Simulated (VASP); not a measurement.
# AgBr (Fm-3m) in VASP: further runs, part 2 of 2

VASP 6.6.1. Earlier steps stand in the parts before.

## (4) Vibrations by perturbation theory, PBE

This run uses another cell than the first one, of 19.88 Å³/atom.

INCAR reads:

```
PREC = Accurate ; ENCUT = 500
EDIFF = 1E-8 ; ISMEAR = 0
SIGMA = 0.01 ; LREAL = F
LASPH = T ; NELM = 120
ALGO = Normal ; ISIF = 2
LWAVE = F ; LCHARG = T
GGA = PE ; NBANDS = 16
IBRION = 8 ; NSW = 1
LEPSILON = T ; GGA_COMPAT = F
```

KPOINTS reads:

```
regular mesh
0
Gamma
  10 10 10
```

POSCAR reads:

```
AgBr
1.0
    0.0000000000      2.7088733802      2.7088733802
    2.7088733802      0.0000000000      2.7088733802
    2.7088733802      2.7088733802      0.0000000000
Ag Br
1 1
Direct
    0.5000000000      0.5000000000      0.5000000000
    0.0000000000      0.0000000000      0.0000000000
```

Potentials or basis: VASP PAW PBE potentials, release 64 (Ag, Br).

Launch:

```bash
cat potpaw_PBE.64/Ag/POTCAR potpaw_PBE.64/Br/POTCAR > POTCAR
mpirun -np 1 vasp_std > vasp.out
```

OUTCAR:

```text
PREC = Accurate
   ENCUT = 500
   EDIFF = 1E-8
   ISMEAR = 0
   LREAL = F
   LASPH = T
   NELM = 120
   ISIF = 2
   GGA = PE
   IBRION = 8
   NSW = 1
   LEPSILON = T

 ion  position               nearest neighbor table
   1  0.500  0.500  0.500-   2 2.71   2 2.71   2 2.71   2 2.71   2 2.71   2 2.71
   2  0.000  0.000  0.000-   1 2.71   1 2.71   1 2.71   1 2.71   1 2.71   1 2.71

  LATTYP: Found a face centered cubic cell.
 ALAT       =     5.4177467604

  Lattice vectors:

 A1 = (   0.0000000000,   2.7088733802,   2.7088733802)
 A2 = (   2.7088733802,   0.0000000000,   2.7088733802)
 A3 = (   2.7088733802,   2.7088733802,   0.0000000000)

Analysis of symmetry for initial positions (statically):
=====================================================================
 Subroutine PRICEL returns:
 Original cell was already a primitive cell.

 Routine SETGRP: Setting up the symmetry group for a
 face centered cubic supercell.

 Subroutine GETGRP returns: Found 48 space group operations
 (whereof 48 operations were pure point group operations)
 out of a pool of 48 trial point group operations.

The static configuration has the point symmetry O_h .

Analysis of symmetry for dynamics (positions and initial velocities):
=====================================================================
 Subroutine PRICEL returns:
 Original cell was already a primitive cell.

 Routine SETGRP: Setting up the symmetry group for a
 face centered cubic supercell.

 Subroutine GETGRP returns: Found 48 space group operations
 (whereof 48 operations were pure point group operations)
[... 713 lines left out ...]
          XX          YY          ZZ          XY          YZ          ZX
  --------------------------------------------------------------------------------
  x     0.00000     0.00000     0.00000     0.00000     0.00000     0.00000
  y     0.00000     0.00000     0.00000     0.00000     0.00000     0.00000
  z     0.00000     0.00000     0.00000     0.00000     0.00000     0.00000

 BORN EFFECTIVE CHARGES (including local field effects) (in |e|, cummulative output)
 ---------------------------------------------------------------------------------
 ion    1
    1     1.42985    -0.00000     0.00000
    2     0.00000     1.42985     0.00000
    3     0.00000     0.00000     1.42985
 ion    2
    1    -1.42985     0.00000     0.00000
    2    -0.00000    -1.42985     0.00000
    3     0.00000     0.00000    -1.42985

 INTERNAL STRAIN TENSOR FOR ION    2 for displacements in x,y,z  (eV/Angst):
          X           Y           Z          XY          YZ          ZX
  --------------------------------------------------------------------------------
  x     0.00000     0.00000     0.00000     0.00000     0.00000     0.00000
  y     0.00000     0.00000     0.00000     0.00000     0.00000     0.00000
  z     0.00000     0.00000     0.00000     0.00000     0.00000     0.00000

 SECOND DERIVATIVES (NOT SYMMETRIZED)
 ------------------------------------
               1X          1Y          1Z          2X          2Y          2Z
  1X    -3.545306    0.000000    0.000000    3.545306    0.000000    0.000000
  1Y     0.000000   -3.545306    0.000000    0.000000    3.545306    0.000000
  1Z     0.000000    0.000000   -3.545306    0.000000    0.000000    3.545306
  2X     3.536531    0.000000    0.000000   -3.536531    0.000000    0.000000
  2Y     0.000000    3.536531    0.000000    0.000000   -3.536531    0.000000
  2Z     0.000000    0.000000    3.536531    0.000000    0.000000   -3.536531

 Eigenvectors and eigenvalues of the dynamical matrix
 ----------------------------------------------------

   1 f  =    4.341637 THz    27.279312 2PiTHz  144.821434 cm-1    17.955561 meV
             X         Y         Z           dx          dy          dz
      2.708873  2.708873  2.708873     0.572526    0.313620   -0.000000
      0.000000  0.000000  0.000000    -0.664384   -0.363938    0.000000
[... 21 lines left out ...]
   6 f/i=    0.002660 THz     0.016715 2PiTHz    0.088738 cm-1     0.011002 meV
             X         Y         Z           dx          dy          dz
      2.708873  2.708873  2.708873    -0.089935    0.705581   -0.260622
      0.000000  0.000000  0.000000    -0.077501    0.608027   -0.224588

--------------------------------------------------------------------------------------------------------

 MACROSCOPIC STATIC DIELECTRIC TENSOR IONIC CONTRIBUTION
 ------------------------------------------------------
           2.628044     0.000000     0.000000
           0.000000     2.628044     0.000000
           0.000000     0.000000     2.628044
 ------------------------------------------------------

 ELASTIC MODULI CONTR FROM IONIC RELAXATION (kBar)
 Direction    XX          YY          ZZ          XY          YZ          ZX
 --------------------------------------------------------------------------------
 XX           0.0000      0.0000      0.0000      0.0000      0.0000      0.0000
 YY           0.0000      0.0000      0.0000      0.0000      0.0000      0.0000
 ZZ           0.0000      0.0000      0.0000      0.0000      0.0000      0.0000
 XY           0.0000      0.0000      0.0000      0.0000      0.0000      0.0000
 YZ           0.0000      0.0000      0.0000      0.0000      0.0000      0.0000
 ZX           0.0000      0.0000      0.0000      0.0000      0.0000      0.0000
 --------------------------------------------------------------------------------

 PIEZOELECTRIC TENSOR IONIC CONTR  for field in x, y, z        (C/m^2)
          XX          YY          ZZ          XY          YZ          ZX
  --------------------------------------------------------------------------------
  x     0.00000     0.00000     0.00000     0.00000     0.00000     0.00000
  y     0.00000     0.00000     0.00000     0.00000     0.00000     0.00000
  z     0.00000     0.00000     0.00000     0.00000     0.00000     0.00000
```

OSZICAR:

```text
N       E                     dE             d eps       ncg     rms          rms(c)
DAV:   1     0.905764312288E+02    0.90576E+02   -0.86726E+03  1504   0.101E+03
DAV:   2    -0.212675646346E+01   -0.92703E+02   -0.85330E+02  1864   0.218E+02
[... 155 lines left out ...]
RMM:   6    -0.134375439509E+00    0.73871E-05   -0.10386E-08  5606   0.728E-04    0.128E-03
RMM:   7    -0.134374505758E+00    0.93375E-06   -0.19739E-08  5416   0.647E-04    0.133E-04
RMM:   8    -0.134373805800E+00    0.69996E-06   -0.41492E-09  5685   0.102E-04    0.958E-05
RMM:   9    -0.134373331562E+00    0.47424E-06   -0.83760E-09  5546   0.582E-05    0.161E-05
RMM:  10    -0.134373379305E+00   -0.47743E-07   -0.13288E-08  5765   0.109E-05    0.218E-06
RMM:  11    -0.134373387741E+00   -0.84364E-08   -0.25528E-08  4887   0.882E-06    0.599E-07
 Linear response finished
```

stdout:

```text
POSCAR found type information on POSCAR AgBr
 POSCAR found :  2 types and       2 ions
 scaLAPACK will be used
 LDA part: xc-table for (Slater+PW92), standard interpolation
 POSCAR, INCAR and KPOINTS ok, starting setup
 FFT: planning ... GRIDC
 FFT: planning ... GRID_SOFT
 FFT: planning ... GRID
 WAVECAR not read
 entering main loop
[... 24 lines left out ...]
 dielectric tensor                  component  3 :     0.406     1.142     6.894
 Linear response DOF=           2
 Linear response progress:
 first order change of Fermi-energy  -0.32927E-03
 force on displaced ion       1 direction 1 :  -3.545   0.000   0.000
 Born effective charge ion    1 direction 1 :   1.429   0.000   0.000
 Linear response progress:
 first order change of Fermi-energy   0.12957E-02
 force on displaced ion       2 direction 1 :  -3.537   0.000   0.000
 Born effective charge ion    2 direction 1 :  -1.431   0.000   0.000
 Born effective charges drift removed
 Linear response finished
```

Wall time 12 min (1 thread of Intel Xeon 8259CL, shared host); peak memory 0.31 GiB.

Results:

```yaml
Electronic_dielectric_tensor_diagonal: 6.89
Born_charges_mean_of_the_diagonal: Ag +1.43; Br -1.43 e
Highest_phonon_frequency_at_Γ_LO-TO_splitting_left_out: 145 cm⁻¹
```

Phonon frequencies in cm⁻¹ (negative: imaginary):
```csv
q point,frequencies
"(0.000, 0.000, 0.000)",0 0 0 145 145 145
```

Electronic dielectric tensor:
```
6.89 0.00 0.00
0.00 6.89 0.00
0.00 0.00 6.89
```

Born effective charge tensors (e):
atom 1, Ag
```
1.43 0.00 0.00
0.00 1.43 0.00
0.00 0.00 1.43
```
atom 2, Br
```
-1.43  0.00  0.00
 0.00 -1.43  0.00
 0.00  0.00 -1.43
```

Caveat: the cell stands under pressure or tension, which shifts response properties.
